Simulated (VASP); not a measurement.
Set up this calculation in VASP 6.6.1, as the native input.

```
Task                               : single point
Functional                         : r2SCANh
Potentials or basis                : VASP PAW PBE potentials, release 64 (K_sv)
Cutoff                             : 440 eV
k mesh                             : 5 × 5 × 5
Occupations                        : fermi-dirac, width 0.05 eV
Spin                               : no spin polarisation
Dipole correction                  : no
Grid for exact exchange (PRECFOCK) : Normal
Further INCAR settings             : ALGO = Normal; EDIFF = 1e-06; NBANDS = 10
Share of exact exchange            : 0.1
```

K:

```xyz
1
Lattice="-2.6976 2.6976 2.6976 2.6976 -2.6976 2.6976 2.6976 2.6976 -2.6976" Properties=species:S:1:pos:R:3 pbc="T T T"
K     0.0000    0.0000    0.0000
```

These files were run (other wordings do the same):

POSCAR

```
K
1.0
   -2.6975585167      2.6975585167      2.6975585167
    2.6975585167     -2.6975585167      2.6975585167
    2.6975585167      2.6975585167     -2.6975585167
K
1
Direct
    0.0000000000      0.0000000000      0.0000000000
```

INCAR.step1

```
SYSTEM = K
PREC     = Accurate       ! precision mode
ENCUT    = 440            ! plane-wave cutoff, eV
EDIFF    = 1E-5           ! SCF threshold, eV
ISMEAR   = -1             ! smearing method
SIGMA    = 0.05           ! smearing width, eV
LREAL    = .FALSE.        ! projectors in reciprocal space
LASPH    = .TRUE.         ! aspherical terms in the spheres
NELM     = 120            ! most SCF steps
ALGO     = Normal         ! electronic algorithm
ISIF     = 2              ! what is computed and relaxed
LWAVE    = .TRUE.         ! write WAVECAR
LCHARG   = .FALSE.        ! write CHGCAR
NBANDS   = 10             ! bands
GGA      = PE             ! functional
GGA_COMPAT= .FALSE.
```

INCAR.step2

```
SYSTEM = K
PREC     = Accurate       ! precision mode
ENCUT    = 440            ! plane-wave cutoff, eV
EDIFF    = 1E-6           ! SCF threshold, eV
ISMEAR   = -1             ! smearing method
SIGMA    = 0.05           ! smearing width, eV
LREAL    = .FALSE.        ! projectors in reciprocal space
LASPH    = .TRUE.         ! aspherical terms in the spheres
NELM     = 120            ! most SCF steps
ALGO     = Normal         ! electronic algorithm
ISIF     = 2              ! what is computed and relaxed
LWAVE    = .FALSE.        ! write WAVECAR
LCHARG   = .FALSE.        ! write CHGCAR
METAGGA  = R2SCAN         ! meta-GGA
LHFCALC  = .TRUE.         ! exact exchange
AEXX     = 0.1            ! exact-exchange fraction
LMIXTAU  = .TRUE.       
PRECFOCK = Normal       
NBANDS   = 10             ! bands
ISTART   = 1            
GGA_COMPAT= .FALSE.
```

KPOINTS

```
Automatic mesh
0
G
  5 5 5
  0 0 0
```

Potentials or basis: VASP PAW PBE potentials, release 64 (K_sv).

Command:

```console
$ cat potpaw_PBE.64/K_sv/POTCAR > POTCAR
$ cp INCAR.step1 INCAR
$ mpirun -np 1 vasp_std > vasp.out
$ cp INCAR.step2 INCAR
$ mpirun -np 1 vasp_std > vasp.out
```

Results of the run:

```yaml
Pressure: -0.1 GPa
Band_gap_on_the_k_mesh: zero (an odd number of electrons rules out a gap without spin polarisation)
```

Caveat: the PAW data sets were made with another functional, which shifts forces and pressure a little.

Wall time 2.5 min on 1 thread of Intel(R) Xeon(R) Platinum 8488C (Sapphire Rapids) (shared host), peak memory 0.19 GiB.
